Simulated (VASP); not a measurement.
Here is a VASP 6.6.1 calculation.

File INCAR:

```
PREC = Accurate
ENCUT = 520
EDIFF = 1E-6
ISMEAR = -1
SIGMA = 0.1
LREAL = F
LASPH = T
NELM = 60
ALGO = Normal
ISIF = 2
LWAVE = F
LCHARG = F
GGA = PE
NBANDS = 10
```

KPOINTS

```
Automatic mesh
0
Gamma
  26 26 26
```

The input POSCAR:

```
Co
1.0
   -1.3829513651      1.3829513651      1.3829513651
    1.3829513651     -1.3829513651      1.3829513651
    1.3829513651      1.3829513651     -1.3829513651
Co
1
Direct
    0.0000000000      0.0000000000      0.0000000000
```

Potentials or basis: VASP PAW PBE potentials, release 64 (Co).

Launch:

```bash
$ cat potpaw_PBE.64/Co/POTCAR > POTCAR
$ mpirun -np 1 vasp_std > vasp.out
```

(1) Estimate the pressure.

Answers

(1) -0.7 GPa.

Caveat: the run has no spin polarisation, though such a crystal can be magnetic.
